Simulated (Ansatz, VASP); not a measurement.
Ta in VASP and in Ansatz

The input INCAR:

```
SYSTEM = Ta
PREC = Accurate
ENCUT = 520
EDIFF = 1E-7
ISMEAR = 0
SIGMA = 0.15
LREAL = .False.
LASPH = .True.
NELM = 60
ALGO = Normal
ISIF = 2
LWAVE = .False.
LCHARG = .False.
GGA = PE
NBANDS = 12
```

KPOINTS

```
regular mesh
0
Gamma
  20 20 20
  0 0 0
```

File POSCAR:

```
Ta
1.0
   -1.5312785469      1.5312785469      1.8320216535
    1.5312785469     -1.5312785469      1.8320216535
    1.5312785469      1.5312785469     -1.8320216535
Ta
1
Direct
    0.0000000000      0.0000000000      0.0000000000
```

Input for Ansatz:

```yaml
crystal:
  lattice:
    - [-1.5312785469, 1.5312785469, 1.8320216535]
    - [1.5312785469, -1.5312785469, 1.8320216535]
    - [1.5312785469, 1.5312785469, -1.8320216535]
  atoms:
    - { symbol: Ta, position: [0.0, 0.0, 0.0] }
basis:
  ecutwfc: 420
kpoints:
  mp_grid: { grid: [20, 20, 20] }
hamiltonian:
  xc: pbe
  pseudopotentials: { kind: paw, azcp: { folder: soft_1 } }
scf:
  occupations: { method: gaussian, width: 0.15 }
output:
  forces: true
  stress: true
  eigenvalues: true
```

Alike in both runs: task single point; functional PBE; k mesh 20 × 20 × 20; occupations gaussian, width 0.15 eV; no spin polarisation.

```csv
,VASP,Ansatz
version,VASP 6.6.1,Ansatz 0.2.0
potentials or method,"VASP PAW PBE potentials, release 64 (Ta_pv), cutoff 520 eV","scalar-relativistic, plane waves, PAW"
valence electrons in the cell,11,13
```

```csv
,VASP,Ansatz,Ansatz less VASP
gap on the k mesh at the Fermi level (eV),none,none,-
pressure (GPa),16.6,16.4,-0.20
"traceless stress, the component that is largest in VASP (GPa)",-12.08,-12.07,+0.007
```

A gap of «none» marks a metal or a gap that the smearing closes. The functional is the same, so the differences come from potentials, cutoffs and numerics. VASP's potentials hold 11 valence electrons a cell and Ansatz's 13, so a difference there can come from the potentials and not from the codes.

Neither program's run includes spin-orbit coupling.
